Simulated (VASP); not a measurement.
AlSn, 2 atoms in the cell. Symmetry: P-6m2, No. 187, hexagonal system. Conventional cell: a = 4.198 Å, b = 4.198 Å, c = 3.307 Å, α = 90.00°, β = 90.00°, γ = 120.00°. Al (site symmetry -6m2) has 6 Sn at 2.93 Å and 2 Al at 3.31 Å within 3.9 Å. Sn (site symmetry -6m2) has 6 Al at 2.93 Å and 2 Sn at 3.31 Å within 3.9 Å. 

```yaml
Program: VASP 6.6.1
Task: single point
Functional: PBE
Potentials_or_basis: VASP PAW PBE potentials, release 64 (Al, Sn_d)
Cutoff: 500 eV
k_mesh: 6 × 6 × 4
Occupations: tetrahedron
Spin: no spin polarisation
Dipole_correction: no
Further_INCAR_settings: ALGO = Normal; EDIFF = 1e-06; NBANDS = 16
```

Potentials or basis: VASP PAW PBE potentials, release 64 (Al, Sn_d).

The run is started by

```sh
$ cat potpaw_PBE.64/Al/POTCAR potpaw_PBE.64/Sn_d/POTCAR > POTCAR
$ mpirun -np 1 vasp_std > vasp.out
```

Hardware: 1 thread of Intel(R) Xeon(R) Platinum 8375C CPU @ 2.90GHz (Ice Lake), with other jobs on the host.

**Question.** Estimate the wall time of this run.

**Answer.** Run time: 18 s on 1 thread of Intel(R) Xeon(R) Platinum 8375C CPU @ 2.90GHz (Ice Lake), with other jobs on the host, peak memory 0.17 GiB. Counts: scf iterations 12, k points 21.
